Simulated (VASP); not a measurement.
Here is a VASP 6.6.1 calculation.

File INCAR:

```
SYSTEM = Ag2I3
PREC = Accurate
ENCUT = 520
EDIFF = 1E-7
ISMEAR = 0
SIGMA = 0.1
LREAL = .False.
LASPH = .True.
NELM = 60
ALGO = Normal
ISIF = 2
LWAVE = .False.
LCHARG = .True.
GGA = PE
LELF = .True.
LVHAR = .True.
NBANDS = 30
```

KPOINTS

```
regular mesh
0
Gamma
  6 6 2
  0 0 0
```

Contents of POSCAR:

```
Ag2I3
1.0
    4.2932960037      0.0000000000      0.0000000000
   -2.1466480019      3.7181034052      0.0000000000
    0.0000000000      0.0000000000     10.3213822242
Ag I
2 3
Direct
    0.3333333333      0.6666666667      0.1837067985
    0.6666666667      0.3333333333      0.8162932015
    0.0000000000      0.0000000000      0.0000000000
    0.3333333333      0.6666666667      0.6708447992
    0.6666666667      0.3333333333      0.3291552008
```

Potentials or basis: VASP PAW PBE potentials, release 64 (Ag, I).

Launch:

```sh
$ cat potpaw_PBE.64/Ag/POTCAR potpaw_PBE.64/I/POTCAR > POTCAR
$ mpirun -np 1 vasp_std > vasp.out
```

Task: Predict the largest force.

Result: 0.023 eV/Å.

Task: Predict the pressure.

Result: 0.0 GPa.

Forces on the atoms (eV/Å):
```
Ag   0.000  0.000  0.007
Ag   0.000  0.000 -0.007
I    0.000  0.000  0.000
I    0.000  0.000  0.023
I    0.000  0.000 -0.023
```

Caveat: this functional lacks dispersion, which binds the layers, so the pressure and a relaxed spacing across them are unreliable; an odd number of electrons without spin polarisation forces a metal; a magnetic or distorted state may lie lower.
